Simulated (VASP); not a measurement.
Here is a VASP 6.6.1 calculation.

The input INCAR:

```
PREC = Accurate ; ENCUT = 500
EDIFF = 1E-6 ; ISMEAR = 0
SIGMA = 0.1 ; LREAL = F
LASPH = T ; NELM = 120
ALGO = Normal ; ISIF = 2
LWAVE = F ; LCHARG = F
NBANDS = 12 ; GGA_COMPAT = F
```

KPOINTS

```
Automatic mesh
0
Gamma
  8 8 8
```

POSCAR

```
V
1.0
   -1.5129450000      1.5129450000      1.5129450000
    1.5129450000     -1.5129450000      1.5129450000
    1.5129450000      1.5129450000     -1.5129450000
V
1
Direct
    0.0000000000      0.0000000000      0.0000000000
```

Potentials or basis: VASP PAW LDA potentials, release 64 (V_sv).

The run is started by

```sh
$ cat potpaw_LDA.64/V_sv/POTCAR > POTCAR
$ mpirun -np 1 vasp_std > vasp.out
```

Q: Predict the band gap on the k mesh.

A: Zero (an odd number of electrons rules out a gap without spin polarisation).

Q: Predict the pressure.

A: -18.3 GPa.

Caveat: the k points lie up to 0.37 Å⁻¹ apart, too coarse for converged energies and pressures of a metal.
